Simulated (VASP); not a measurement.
# Li5H in VASP: single point with r2SCAN

Aim: the single point of Li5H with r2SCAN.

Program: VASP 6.6.1. These are calculated values, not measurements. Logs are shortened: lines on timing, memory, paths and dates and some standing lists are left out, and cuts for length are marked.

### Step 1. The cell of the first run

The cell holds a slab with vacuum, 6 atoms: a = 3.477 Å, b = 3.477 Å, c = 25.954 Å, α = 90.00°, β = 90.00°, γ = 90.00°.

### Step 2. Single point, r2SCAN

POSCAR

```
Li5H
1.0
    3.4770929275      0.0000000000      0.0000000000
    0.0000000000      3.4770929275      0.0000000000
    0.0000000000      0.0000000000     25.9541858549
Li H
5 1
Direct
    0.5000000000      0.5000000000      0.3275001592
    0.0000000000      0.0000000000      0.3944853644
    0.5000000000      0.5000000000      0.4572731620
    0.0000000000      0.0000000000      0.5289813615
    0.5000000000      0.5000000000      0.5837772703
    0.0000000000      0.5000000000      0.5748572388
```

INCAR.step1

```
ALGO = Normal ; DIPOL = 0.5 0.5 0.478
EDIFF = 1E-4 ; ENCUT = 520
GGA = PE ; IDIPOL = 3
ISMEAR = 0 ; LASPH = True
LCHARG = False ; LDIPOL = True
LREAL = False ; LWAVE = True
NBANDS = 17 ; NELM = 100
PREC = Accurate ; SIGMA = 0.1
```

INCAR.step2

```
ALGO = Normal ; DIPOL = 0.5 0.5 0.478
EDIFF = 1E-7 ; ENCUT = 520
IDIPOL = 3 ; ISIF = 2
ISMEAR = 0 ; ISTART = 1
LASPH = True ; LCHARG = True
LDIPOL = True ; LELF = True
LMIXTAU = True ; LREAL = False
LVACPOTAV = True ; LVHAR = True
LWAVE = False ; METAGGA = R2SCAN
NBANDS = 17 ; NELM = 100
PREC = Accurate ; SIGMA = 0.1
```

KPOINTS

```
k-points
0
Gamma
  8 8 1
```

Potentials or basis: VASP PAW PBE potentials, release 64 (Li_sv, H).

The run is started by

```
$ cat potpaw_PBE.64/Li_sv/POTCAR potpaw_PBE.64/H/POTCAR > POTCAR
$ cp INCAR.step1 INCAR
$ mpirun -np 1 vasp_std > vasp.out
$ cp INCAR.step2 INCAR
$ mpirun -np 1 vasp_std > vasp.out
```

OUTCAR:

```text
EDIFF = 1E-7
   ENCUT = 520
   ISIF = 2
   ISMEAR = 0
   ISTART = 1
   LASPH = True
   LREAL = False
   METAGGA = R2SCAN
   NELM = 100
   PREC = Accurate

 ion  position               nearest neighbor table
   1  0.500  0.500  0.328-
   2  0.000  0.000  0.394-
   3  0.500  0.500  0.457-
   4  0.000  0.000  0.529-
   5  0.500  0.500  0.584-
   6  0.000  0.500  0.575-

  LATTYP: Found a simple tetragonal cell.
 ALAT       =     3.4770929275
 C/A-ratio  =     7.4643348326

  Lattice vectors:

 A1 = (   3.4770929275,   0.0000000000,   0.0000000000)
 A2 = (   0.0000000000,   3.4770929275,   0.0000000000)
 A3 = (   0.0000000000,   0.0000000000,  25.9541858549)

Analysis of symmetry for initial positions (statically):
=====================================================================
 Subroutine PRICEL returns:
 Original cell was already a primitive cell.

 Routine SETGRP: Setting up the symmetry group for a
 simple tetragonal supercell.

 Subroutine GETGRP returns: Found  4 space group operations
 (whereof  4 operations were pure point group operations)
 out of a pool of 16 trial point group operations.

The static configuration has the point symmetry C_2v.

Analysis of symmetry for dynamics (positions and initial velocities):
=====================================================================
 Subroutine PRICEL returns:
 Original cell was already a primitive cell.

 Routine SETGRP: Setting up the symmetry group for a
 simple tetragonal supercell.

 Subroutine GETGRP returns: Found  4 space group operations
 (whereof  4 operations were pure point group operations)
 out of a pool of 16 trial point group operations.

The dynamic configuration has the point symmetry C_2v.

 Subroutine INISYM returns: Found  4 space group operations
 (whereof  4 operations are pure point group operations),
 and found     1 'primitive' translations

----------------------------------------------------------------------------------------

                                     Primitive cell

  volume of cell :     313.7907

  direct lattice vectors                    reciprocal lattice vectors
     3.477092928  0.000000000  0.000000000     0.287596570  0.000000000  0.000000000
     0.000000000  3.477092928  0.000000000     0.000000000  0.287596570  0.000000000
     0.000000000  0.000000000 25.954185855     0.000000000  0.000000000  0.038529430

  length of vectors
     3.477092928  3.477092928 25.954185855     0.287596570  0.287596570  0.038529430

  position of ions in fractional coordinates (direct lattice)
     0.500000000  0.500000000  0.327500159
     0.000000000  0.000000000  0.394485364
     0.500000000  0.500000000  0.457273162
     0.000000000  0.000000000  0.528981362
     0.500000000  0.500000000  0.583777270
     0.000000000  0.500000000  0.574857239

  ion indices of the primitive-cell ions
   primitive index   ion index
                 1           1
                 2           2
                 3           3
                 4           4
                 5           5
                 6           6

----------------------------------------------------------------------------------------

 KPOINTS: k-points

Automatic generation of k-mesh.
 Grid dimensions read from file:
 generate k-points for:    8    8    1

 Generating k-lattice:

  Cartesian coordinates                     Fractional coordinates (reciprocal lattice)
     0.035949571  0.000000000  0.000000000     0.125000000  0.000000000  0.000000000
     0.000000000  0.035949571  0.000000000     0.000000000  0.125000000  0.000000000
     0.000000000  0.000000000  0.038529430     0.000000000  0.000000000  1.000000000

  Length of vectors
     0.035949571  0.035949571  0.038529430

  Shift w.r.t. Gamma in fractional coordinates (k-lattice)
     0.000000000  0.000000000  0.000000000

 Subroutine IBZKPT returns following result:
 ===========================================

 Found     25 irreducible k-points:

 Following reciprocal coordinates:
            Coordinates               Weight
  0.000000  0.000000  0.000000      1.000000
  0.125000  0.000000  0.000000      2.000000
  0.000000  0.125000  0.000000      2.000000
  0.250000  0.000000  0.000000      2.000000
  0.000000  0.250000  0.000000      2.000000
  0.375000  0.000000  0.000000      2.000000
[... 16 lines left out ...]
  0.500000  0.375000  0.000000      2.000000
 -0.375000  0.500000  0.000000      2.000000
   k-points           NKPTS =     25   k-points in BZ     NKDIM =     25   number of bands    NBANDS=     17
   number of dos      NEDOS =    301   number of ions     NIONS =      6
   total plane-waves  NPLWV = 153664
   dimension x,y,z NGX =    28 NGY =   28 NGZ =  196
   dimension x,y,z NGXF=    56 NGYF=   56 NGZF=  392
   ions per type =               5   1
   NGX,Y,Z   is equivalent  to a cutoff of  13.39, 13.39, 12.55 a.u.
   NGXF,Y,Z  is equivalent  to a cutoff of  26.77, 26.77, 25.11 a.u.
 SYSTEM =  unknown system
   PREC   = accura    normal or accurate (medium, high low for compatibility)
   ISTART =      1    job   : 0-new  1-cont  2-samecut
   ICHARG =      0    charge: 1-file 2-atom 10-const
   ISPIN  =      1    spin polarized calculation?
   LNONCOLLINEAR =      F non collinear calculations
   LSORBIT =      F    spin-orbit coupling
   LASPH  =      T    aspherical Exc in radial PAW
   ENCUT  =  520.0 eV  38.22 Ry    6.18 a.u.   6.47  6.47 48.26*2*pi/ulx,y,z
   NELM   =    100;   NELMIN=  2; NELMDL=  0     # of ELM steps
   EDIFF  = 0.1E-06   stopping-criterion for ELM
   LREAL  =      F    real-space projection
   EDIFFG = 0.1E-05   stopping-criterion for IOM
   NSW    =      0    number of steps for IOM
   IBRION =     -1    ionic relax: 0-MD 1-quasi-New 2-CG
   NFREE  =      0    steps in history (QN), initial steepest desc. (CG)
   ISIF   =      2    stress and relaxation
   ISYM   =      2    0-nonsym 1-usesym 2-fastsym
   POTIM  = 0.5000    time-step for ionic-motion
   TEBEG  =    0.0;   TEEND  =   0.0 temperature during run
   PSTRESS=    0.0 pullay stress
   NELECT =      16.0000    total number of electrons
   NUPDOWN=      -1.0000    fix difference up-down
   EMIN   =  10.00;   EMAX   =-10.00  energy-range for DOS
   EFERMI =   0.00;   METHOD = LEGACY
   ISMEAR =     0;   SIGMA  =   0.10  broadening in eV -4-tet -1-fermi 0-gaus
   EFERMI_NEDOS =   21; number of points for ismear=-14 and -15
   IALGO  =     38    algorithm
   IMIX   =      4    mixing-type and parameters
     AMIX     =   0.40;   BMIX     =  1.00
     AMIX_MAG =   1.60;   BMIX_MAG =  1.00
  volume/ion in A,a.u.               =      52.30       352.93
  Fermi-wavevector in a.u.,A,eV,Ry     =   0.607064  1.147186  5.014118  0.368527
  Thomas-Fermi vector in A             =   1.661389
   LORBIT       =      0    0 simple, 1 ext, 2 COOP (PROOUT), +10 PAW based schemes
   METAGGA = R2SCAN    functional components
   LHFCALC =     F    Hartree Fock is set to
   AEXX    =    0.0000 exact exchange contribution
   IVDW    =     0    specifies the selected vdW correction
   LEPSILON=     F    determine dielectric tensor
   LRPA    =     F    only Hartree local field effects (RPA)
 non-spin polarized calculation
 Gauss-broadening in eV      SIGMA  =   0.10
  energy-cutoff  :      520.00
  volume of cell :      313.79
 maximum number of plane-waves:      8529
 NGX is ok and might be reduce to    28
   NGX = 13   NGY = 13   NGZ = 97

 number of electron      16.0000037 magnetization

 dipolmoment           0.000000      0.000000     -0.058490 electrons x Angstroem

 Free energy of the ion-electron system (eV)
  ---------------------------------------------------
  ext. energy  EPLUGINS =         0.00000000
  ---------------------------------------------------
  free energy    TOTEN  =       -15.10511533 eV

  energy without entropy =      -15.09321635  energy(sigma->0) =      -15.09916584

 E-fermi :  -1.2625     XC(G=0):  -3.0571

 val. band max:       -1.2991946560   @ k =   0.0000   0.1250   0.0000
 cond. band min:      -1.2591204856   @ k =   0.5000   0.3750   0.0000
 fundamental gap:      0.0400741704
 Fermi energy:        -1.2625143106

 k-point     1 :       0.0000    0.0000    0.0000
  band No.  band energies     occupation
      1     -50.2224      2.00000
      2     -50.0847      2.00000
      3     -49.6244      2.00000
      4     -49.4351      2.00000
      5     -49.4059      2.00000
      6      -6.9126      2.00000
[... 9 lines left out ...]
     16       4.0160      0.00000
     17       4.2375      0.00000

 k-point     2 :       0.1250    0.0000    0.0000
  band No.  band energies     occupation
      1     -50.2221      2.00000
      2     -50.0842      2.00000
      3     -49.6242      2.00000
      4     -49.4345      2.00000
      5     -49.4061      2.00000
      6      -6.8465      2.00000
[... 9 lines left out ...]
     16       3.6433      0.00000
     17       4.1358      0.00000

 k-point     3 :       0.0000    0.1250    0.0000
  band No.  band energies     occupation
      1     -50.2221      2.00000
      2     -50.0844      2.00000
      3     -49.6242      2.00000
      4     -49.4345      2.00000
      5     -49.4061      2.00000
      6      -6.7953      2.00000
[... 9 lines left out ...]
     16       3.4216      0.00000
     17       3.8514      0.00000

 k-point     4 :       0.2500    0.0000    0.0000
  band No.  band energies     occupation
      1     -50.2216      2.00000
      2     -50.0832      2.00000
      3     -49.6238      2.00000
      4     -49.4329      2.00000
      5     -49.4068      2.00000
      6      -6.6719      2.00000
[... 9 lines left out ...]
     16       3.2780      0.00000
     17       3.9675      0.00000
[... 343 lines left out ...]
      1     -50.2200      2.00000
      2     -50.0810      2.00000
      3     -49.6222      2.00000
      4     -49.4295      2.00000
      5     -49.4068      2.00000
      6      -5.8843      2.00000
[... 9 lines left out ...]
     16       3.7699      0.00000
     17       4.2639      0.00000

 k-point    23 :       0.5000    0.3750    0.0000
  band No.  band energies     occupation
      1     -50.2198      2.00000
      2     -50.0806      2.00000
      3     -49.6220      2.00000
      4     -49.4292      2.00000
      5     -49.4067      2.00000
      6      -5.8585      2.00000
[... 9 lines left out ...]
     16       3.6513      0.00000
     17       3.7669      0.00000

 k-point    24 :      -0.3750    0.5000    0.0000
  band No.  band energies     occupation
      1     -50.2198      2.00000
      2     -50.0808      2.00000
      3     -49.6220      2.00000
      4     -49.4292      2.00000
      5     -49.4067      2.00000
      6      -5.7611      2.00000
[... 9 lines left out ...]
     16       3.6043      0.00000
     17       4.2199      0.00000

 [... further k-points ...]
[... 5 lines left out ...]
  --------------------------------------------------------------------------------------
  -------------------------------------------------------------------------------------
  Total        0.1461379     -0.7946444     -0.2012740      0.0000000      0.0000000      0.0000000
  in kB        0.7461627     -4.0573585     -1.0276811      0.0000000      0.0000000      0.0000000
  external PRESSURE =      -1.4462923 kB  Pullay stress =       0.0000000 kB

 VOLUME and BASIS-vectors are now :
 -----------------------------------------------------------------------------
  energy-cutoff  :      520.00
  volume of cell :      313.79
      direct lattice vectors                 reciprocal lattice vectors
     3.477092928  0.000000000  0.000000000     0.287596570  0.000000000  0.000000000
     0.000000000  3.477092928  0.000000000     0.000000000  0.287596570  0.000000000
     0.000000000  0.000000000 25.954185855     0.000000000  0.000000000  0.038529430

 POSITION                                       TOTAL-FORCE (eV/Angst)
 -----------------------------------------------------------------------------------
      1.73855      1.73855      8.50000         0.000000      0.000000      0.019814
      0.00000      0.00000     10.23855         0.000000      0.000000      0.054418
      1.73855      1.73855     11.86815         0.000000      0.000000     -0.029698
      0.00000      0.00000     13.72928         0.000000      0.000000     -0.022510
      1.73855      1.73855     15.15146         0.000000      0.000000      0.001278
      0.00000      1.73855     14.91995         0.000000      0.000000     -0.023302
 -----------------------------------------------------------------------------------
    total drift:                                0.000000      0.000000      0.002411

  FREE ENERGIE OF THE ION-ELECTRON SYSTEM (eV)
  ---------------------------------------------------
  free  energy   TOTEN  =       -15.1051153283 eV

  energy  without entropy=      -15.0932163542  energy(sigma->0) =      -15.09916584

 vacuum level on the upper side and lower side of the slab         0.742         1.617
```

Wall time 12 min (1 thread of Intel Xeon 6975P-C (Granite Rapids), shared host); peak memory 0.45 GiB.

What came out:

```
Free energy            : -15.1051 eV
Largest force          : 0.054 eV/Å
Band gap on the k mesh : zero (bands 8 and 9 overlap by 1.35 eV)
```

Forces in eV/Å, atoms in the order of the input:
```
Li   0.000  0.000  0.020
Li   0.000  0.000  0.054
Li   0.000  0.000 -0.030
Li   0.000  0.000 -0.023
Li   0.000  0.000  0.001
H    0.000  0.000 -0.023
```

Levels at points of the mesh, in eV from the Fermi level:
```csv
k point,band 4,band 5,band 6,band 7,band 8,band 9,band 10,band 11,band 12,band 13
"(0.00, 0.00, 0.00)",-48.17,-48.14,-5.65,-3.34,-1.90,-0.20,0.86,2.07,2.37,3.17
"(0.50, 0.00, 0.00)",-48.17,-48.15,-5.11,-1.21,-0.84,-0.55,0.14,2.35,2.75,3.74
"(0.00, 0.50, 0.00)",-48.17,-48.15,-4.55,-1.08,-0.85,-0.40,0.30,1.11,2.70,3.89
"(0.50, 0.50, 0.00)",-48.17,-48.14,-4.49,0.40,0.80,1.36,2.78,3.07,3.33,3.34
```

Caveat: the cutoff is under 1.25 times the usual one of these potentials, so pressure, stress and relaxed cells hold a basis-set (Pulay) error; the PAW data sets were made with another functional, which shifts forces and pressure a little.
